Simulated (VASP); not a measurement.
# GaIr (Pm-3m) in VASP: a series of runs

The runs below take GaIr through single point, with LDA.

Program: VASP 6.6.1. These are calculated values, not measurements. Logs are shortened: lines on timing, memory, paths and dates and some standing lists are left out, and cuts for length are marked.

## (1) The cell of the first run

Symmetry: Pm-3m, No. 221, cubic system. The conventional cell has a = 3.004 Å, b = 3.004 Å, c = 3.004 Å, α = 90.00°, β = 90.00°, γ = 90.00°. Ga (site symmetry m-3m) has 8 Ir at 2.60 Å and 6 Ga at 3.00 Å within 3.4 Å. Within 3.4 Å of Ir (site symmetry m-3m) lie 8 Ga at 2.60 Å and 6 Ir at 3.00 Å.

## (2) Single point, LDA

INCAR reads:

```
  PREC = Accurate
  ENCUT = 520
  EDIFF = 1E-6
  ISMEAR = 1
  SIGMA = 0.1
  LREAL = False
  LASPH = True
  NELM = 60
  ALGO = Normal
  ISIF = 2
  LWAVE = False
  LCHARG = False
  GGA = CA
  NBANDS = 18
```

KPOINTS reads:

```
regular mesh
0
Gamma
  3 3 3
```

POSCAR reads:

```
GaIr
1.0
    3.0040000000      0.0000000000      0.0000000000
    0.0000000000      3.0040000000      0.0000000000
    0.0000000000      0.0000000000      3.0040000000
Ga Ir
1 1
Direct
    0.0000000000      0.0000000000      0.0000000000
    0.5000000000      0.5000000000      0.5000000000
```

Potentials or basis: VASP PAW LDA potentials, release 64 (Ga_d, Ir).

The run is started by

```sh
$ cat potpaw_LDA.64/Ga_d/POTCAR potpaw_LDA.64/Ir/POTCAR > POTCAR
$ mpirun -np 1 vasp_std > vasp.out
```

OUTCAR:

```text
PREC = Accurate
   ENCUT = 520
   EDIFF = 1E-6
   ISMEAR = 1
   LREAL = False
   LASPH = True
   NELM = 60
   ISIF = 2
   GGA = CA

 ion  position               nearest neighbor table
   1  0.000  0.000  0.000-   2 2.60   2 2.60   2 2.60   2 2.60   2 2.60   2 2.60   2 2.60   2 2.60

   2  0.500  0.500  0.500-   1 2.60   1 2.60   1 2.60   1 2.60   1 2.60   1 2.60   1 2.60   1 2.60

  LATTYP: Found a simple cubic cell.
 ALAT       =     3.0040000000

  Lattice vectors:

 A1 = (   3.0040000000,   0.0000000000,   0.0000000000)
 A2 = (   0.0000000000,   3.0040000000,   0.0000000000)
 A3 = (   0.0000000000,   0.0000000000,   3.0040000000)

Analysis of symmetry for initial positions (statically):
=====================================================================
 Subroutine PRICEL returns:
 Original cell was already a primitive cell.

 Routine SETGRP: Setting up the symmetry group for a
 simple cubic supercell.

 Subroutine GETGRP returns: Found 48 space group operations
 (whereof 48 operations were pure point group operations)
 out of a pool of 48 trial point group operations.

The static configuration has the point symmetry O_h .

Analysis of symmetry for dynamics (positions and initial velocities):
=====================================================================
 Subroutine PRICEL returns:
 Original cell was already a primitive cell.

 Routine SETGRP: Setting up the symmetry group for a
 simple cubic supercell.

 Subroutine GETGRP returns: Found 48 space group operations
 (whereof 48 operations were pure point group operations)
 out of a pool of 48 trial point group operations.

The dynamic configuration has the point symmetry O_h .

 Subroutine INISYM returns: Found 48 space group operations
 (whereof 48 operations are pure point group operations),
 and found     1 'primitive' translations

----------------------------------------------------------------------------------------

                                     Primitive cell

  volume of cell :      27.1081

  direct lattice vectors                    reciprocal lattice vectors
     3.004000000  0.000000000  0.000000000     0.332889481  0.000000000  0.000000000
     0.000000000  3.004000000  0.000000000     0.000000000  0.332889481  0.000000000
     0.000000000  0.000000000  3.004000000     0.000000000  0.000000000  0.332889481

  length of vectors
     3.004000000  3.004000000  3.004000000     0.332889481  0.332889481  0.332889481

  position of ions in fractional coordinates (direct lattice)
     0.000000000  0.000000000  0.000000000
     0.500000000  0.500000000  0.500000000

  ion indices of the primitive-cell ions
   primitive index   ion index
                 1           1
                 2           2

----------------------------------------------------------------------------------------

 KPOINTS: regular mesh

Automatic generation of k-mesh.
 Grid dimensions read from file:
 generate k-points for:    3    3    3

 Generating k-lattice:

  Cartesian coordinates                     Fractional coordinates (reciprocal lattice)
     0.110963160  0.000000000  0.000000000     0.333333333  0.000000000  0.000000000
     0.000000000  0.110963160  0.000000000     0.000000000  0.333333333  0.000000000
     0.000000000  0.000000000  0.110963160     0.000000000  0.000000000  0.333333333

  Length of vectors
     0.110963160  0.110963160  0.110963160

  Shift w.r.t. Gamma in fractional coordinates (k-lattice)
     0.000000000  0.000000000  0.000000000

 Subroutine IBZKPT returns following result:
 ===========================================

 Found      4 irreducible k-points:

 Following reciprocal coordinates:
            Coordinates               Weight
  0.000000  0.000000  0.000000      1.000000
  0.333333  0.000000  0.000000      6.000000
  0.333333  0.333333  0.000000     12.000000
  0.333333  0.333333  0.333333      8.000000
   k-points           NKPTS =      4   k-points in BZ     NKDIM =      4   number of bands    NBANDS=     18
   number of dos      NEDOS =    301   number of ions     NIONS =      2
   total plane-waves  NPLWV =  13824
   dimension x,y,z NGX =    24 NGY =   24 NGZ =   24
   dimension x,y,z NGXF=    48 NGYF=   48 NGZF=   48
   ions per type =               1   1
   NGX,Y,Z   is equivalent  to a cutoff of  13.28, 13.28, 13.28 a.u.
   NGXF,Y,Z  is equivalent  to a cutoff of  26.56, 26.56, 26.56 a.u.
 SYSTEM =  unknown system
   PREC   = accura    normal or accurate (medium, high low for compatibility)
   ISTART =      0    job   : 0-new  1-cont  2-samecut
   ICHARG =      2    charge: 1-file 2-atom 10-const
   ISPIN  =      1    spin polarized calculation?
   LNONCOLLINEAR =      F non collinear calculations
   LSORBIT =      F    spin-orbit coupling
   LASPH  =      T    aspherical Exc in radial PAW
   ENCUT  =  520.0 eV  38.22 Ry    6.18 a.u.   5.59  5.59  5.59*2*pi/ulx,y,z
   NELM   =     60;   NELMIN=  2; NELMDL= -5     # of ELM steps
   EDIFF  = 0.1E-05   stopping-criterion for ELM
   LREAL  =      F    real-space projection
   EDIFFG = 0.1E-04   stopping-criterion for IOM
   NSW    =      0    number of steps for IOM
   IBRION =     -1    ionic relax: 0-MD 1-quasi-New 2-CG
   NFREE  =      0    steps in history (QN), initial steepest desc. (CG)
   ISIF   =      2    stress and relaxation
   ISYM   =      2    0-nonsym 1-usesym 2-fastsym
   POTIM  = 0.5000    time-step for ionic-motion
   TEBEG  =    0.0;   TEEND  =   0.0 temperature during run
   PSTRESS=    0.0 pullay stress
   NELECT =      22.0000    total number of electrons
   NUPDOWN=      -1.0000    fix difference up-down
   EMIN   =  10.00;   EMAX   =-10.00  energy-range for DOS
   EFERMI =   0.00;   METHOD = LEGACY
   ISMEAR =     1;   SIGMA  =   0.10  broadening in eV -4-tet -1-fermi 0-gaus
   EFERMI_NEDOS =   21; number of points for ismear=-14 and -15
   IALGO  =     38    algorithm
   IMIX   =      4    mixing-type and parameters
     AMIX     =   0.40;   BMIX     =  1.00
     AMIX_MAG =   1.60;   BMIX_MAG =  1.00
  volume/ion in A,a.u.               =      13.55        91.47
  Fermi-wavevector in a.u.,A,eV,Ry     =   1.527035  2.885679 31.726574  2.331837
  Thomas-Fermi vector in A             =   2.634987
   LORBIT       =      0    0 simple, 1 ext, 2 COOP (PROOUT), +10 PAW based schemes
   GGA     = CA    functional components
   LHFCALC =     F    Hartree Fock is set to
   AEXX    =    0.0000 exact exchange contribution
   IVDW    =     0    specifies the selected vdW correction
   LEPSILON=     F    determine dielectric tensor
   LRPA    =     F    only Hartree local field effects (RPA)
 non-spin polarized calculation
 Methfessel and Paxton  Order N= 1 SIGMA  =   0.10
  energy-cutoff  :      520.00
  volume of cell :       27.11
 maximum number of plane-waves:       739
 NGX is ok and might be reduce to    24
   NGX = 11   NGY = 11   NGZ = 11

 number of electron      22.0000007 magnetization

 Free energy of the ion-electron system (eV)
  ---------------------------------------------------
  ext. energy  EPLUGINS =         0.00000000
  ---------------------------------------------------
  free energy    TOTEN  =       -14.98321374 eV

  energy without entropy =      -14.98525647  energy(sigma->0) =      -14.98389465

 E-fermi :   8.7482     XC(G=0): -13.7838

 val. band max:        8.6708586158   @ k =   0.3333   0.0000   0.0000
 cond. band min:      10.1565177326   @ k =   0.3333   0.0000   0.0000
 fundamental gap:      1.4856591168
 Fermi energy:         8.7481697264

 k-point     1 :       0.0000    0.0000    0.0000
  band No.  band energies     occupation
      1      -5.8682      2.00000
      2      -5.8682      2.00000
      3      -5.6061      2.00000
      4      -5.6061      2.00000
      5      -5.6061      2.00000
      6      -3.0440      2.00000
[... 10 lines left out ...]
     17      22.7547      0.00000
     18      28.2756      0.00000

 k-point     2 :       0.3333    0.0000    0.0000
  band No.  band energies     occupation
      1      -5.8174      2.00000
      2      -5.6844      2.00000
      3      -5.6439      2.00000
      4      -5.6439      2.00000
      5      -5.5823      2.00000
      6      -0.9051      2.00000
[... 10 lines left out ...]
     17      25.0436      0.00000
     18      25.0839      0.00000

 k-point     3 :       0.3333    0.3333    0.0000
  band No.  band energies     occupation
      1      -5.7862      2.00000
      2      -5.7555      2.00000
      3      -5.6875      2.00000
      4      -5.6559      2.00000
      5      -5.5562      2.00000
      6       0.6772      2.00000
[... 10 lines left out ...]
     17      24.3989      0.00000
     18      25.4076      0.00000

 k-point     4 :       0.3333    0.3333    0.3333
  band No.  band energies     occupation
      1      -5.7762      2.00000
      2      -5.7270      2.00000
      3      -5.7270      2.00000
      4      -5.5516      2.00000
      5      -5.5516      2.00000
      6       1.6903      2.00000
[... 10 lines left out ...]
     17      19.9481      0.00000
     18      25.2223      0.00000

------------------------ aborting loop because EDIFF is reached ----------------------------------------

  FORCE on cell =-STRESS in cart. coord.  units (eV):
  Direction    XX          YY          ZZ          XY          YZ          ZX
  --------------------------------------------------------------------------------------
  -------------------------------------------------------------------------------------
  Total       -0.3394644     -0.3394644     -0.3394644      0.0000000     -0.0000000      0.0000000
  in kB      -20.0634230    -20.0634230    -20.0634230      0.0000000     -0.0000000      0.0000000
  external PRESSURE =     -20.0634230 kB  Pullay stress =       0.0000000 kB

 VOLUME and BASIS-vectors are now :
 -----------------------------------------------------------------------------
  energy-cutoff  :      520.00
  volume of cell :       27.11
      direct lattice vectors                 reciprocal lattice vectors
     3.004000000  0.000000000  0.000000000     0.332889481  0.000000000  0.000000000
     0.000000000  3.004000000  0.000000000     0.000000000  0.332889481  0.000000000
     0.000000000  0.000000000  3.004000000     0.000000000  0.000000000  0.332889481

 POSITION                                       TOTAL-FORCE (eV/Angst)
 -----------------------------------------------------------------------------------
      0.00000      0.00000      0.00000         0.000000      0.000000      0.000000
      1.50200      1.50200      1.50200         0.000000      0.000000      0.000000
 -----------------------------------------------------------------------------------
    total drift:                                0.000000      0.000000     -0.000000

  FREE ENERGIE OF THE ION-ELECTRON SYSTEM (eV)
  ---------------------------------------------------
  free  energy   TOTEN  =       -14.9832137398 eV

  energy  without entropy=      -14.9852564691  energy(sigma->0) =      -14.98389465
```

Wall time 3 s (1 thread of Intel Xeon 6975P-C (Granite Rapids), shared host); peak memory 0.13 GiB.

What came out:

```
Free energy            : -14.9832 eV
Pressure               : -2.0 GPa
Band gap on the k mesh : 1.49 eV, direct
```

Caveat: the k points lie up to 0.70 Å⁻¹ apart; spin-orbit coupling is left out, which moves the levels of the heavy elements. A k mesh can miss the band edges.

## (3) Single point, LDA

INCAR reads:

```
ALGO = Normal
EDIFF = 1E-7
ENCUT = 520
GGA = CA
ISIF = 2
ISMEAR = 1
LASPH = T
LCHARG = F
LREAL = F
LWAVE = F
NBANDS = 18
NELM = 80
PREC = Accurate
SIGMA = 0.1
```

KPOINTS reads:

```
k-points
0
Gamma
  7 7 7
```

POSCAR is that of step 2.

Potentials or basis: VASP PAW LDA potentials, release 64 (Ga_d, Ir).

The run is started by

```sh
$ cat potpaw_LDA.64/Ga_d/POTCAR potpaw_LDA.64/Ir/POTCAR > POTCAR
$ mpirun -np 1 vasp_std > vasp.out
```

It took 4.4 s on 1 thread of Intel Xeon 6975P-C (Granite Rapids), shared host; peak memory 0.13 GiB.

Results (log left out):

| Property | Result |
| --- | --- |
| Free energy | -14.7757 eV |
| Pressure | -0.4 GPa |
| Band gap on the k mesh | 0.18 eV, indirect (least direct gap 0.91 eV) |

Levels at points of the mesh, in eV from the valence-band top:
```tsv
k point	band 7	band 8	band 9	band 10	band 11	band 12	band 13	band 14	band 15	band 16
(0.00, 0.00, 0.00)	-5.10	-5.10	-1.30	-1.30	-1.30	3.98	3.98	3.98	9.54	12.92
```

Caveat: spin-orbit coupling is left out, which moves the levels of the heavy elements.

## (4) Single point, LDA

INCAR reads:

```
PREC     = Accurate       # precision mode
ENCUT    = 520            # plane-wave cutoff, eV
EDIFF    = 1E-7           # SCF threshold, eV
ISMEAR   = 1              # smearing method
SIGMA    = 0.1            # smearing width, eV
LREAL    = F              # projectors in reciprocal space
LASPH    = T              # aspherical terms in the spheres
NELM     = 100            # most SCF steps
ALGO     = Normal         # electronic algorithm
ISIF     = 2              # what is computed and relaxed
LWAVE    = F              # write WAVECAR
LCHARG   = F              # write CHGCAR
NBANDS   = 18             # bands
```

KPOINTS reads:

```
regular mesh
0
Gamma
  7 7 7
```

POSCAR is that of step 3.

The run is started by

```sh
$ cat potpaw_LDA.64/Ga_d/POTCAR potpaw_LDA.64/Ir/POTCAR > POTCAR
$ mpirun -np 1 vasp_std > vasp.out
```

Run time: 4.3 s. Hardware: 1 thread of Intel Xeon 6975P-C (Granite Rapids), shared host; peak memory 0.13 GiB.

It converged, with:

```yaml
Free_energy: -14.7757 eV
Pressure: -0.4 GPa
Band_gap_on_the_k_mesh: 0.18 eV, indirect (least direct gap 0.91 eV)
```

Levels at points of the mesh, in eV from the valence-band top:
```
           k point  band 8  band 9  band 10  band 11  band 12  band 13  band 14  band 15
(0.00, 0.00, 0.00)   -5.10   -1.30    -1.30    -1.30     3.98     3.98     3.98     9.54
```

Caveat: spin-orbit coupling is left out, which moves the levels of the heavy elements.
